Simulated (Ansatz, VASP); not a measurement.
Two plane-wave programs on Cu

```xyz
1
Lattice="0.0000 -2.2923 0.0000 -6.9739 0.0000 -21.7433 6.9197 0.0000 -14.4956" Properties=species:S:1:pos:R:3 pbc="T T T"
Cu    2.2976   -1.1461  -10.8717
```

Alike in both runs: task single point; functional PBE; dispersion D3(BJ); k mesh 25 × 3 × 6; occupations gaussian, width 0.15 eV; no spin polarisation.

```csv
,VASP,Ansatz
version,VASP 6.6.1,Ansatz 0.2.0
potentials or method,"VASP PAW PBE potentials, release 64 (Cu), cutoff 520 eV","scalar-relativistic, plane waves, PAW"
valence electrons in the cell,11,19
```

```csv
,VASP,Ansatz,Ansatz less VASP
gap on the k mesh at the Fermi level (eV),none,none,-
pressure (GPa),0.0,0.0,-0.01
```

A gap of «none» marks a metal or a gap that the smearing closes. VASP's potentials hold 11 valence electrons a cell and Ansatz's 19, so a difference there can come from the potentials and not from the codes. Ansatz's warnings: xc potential rough in thin density.
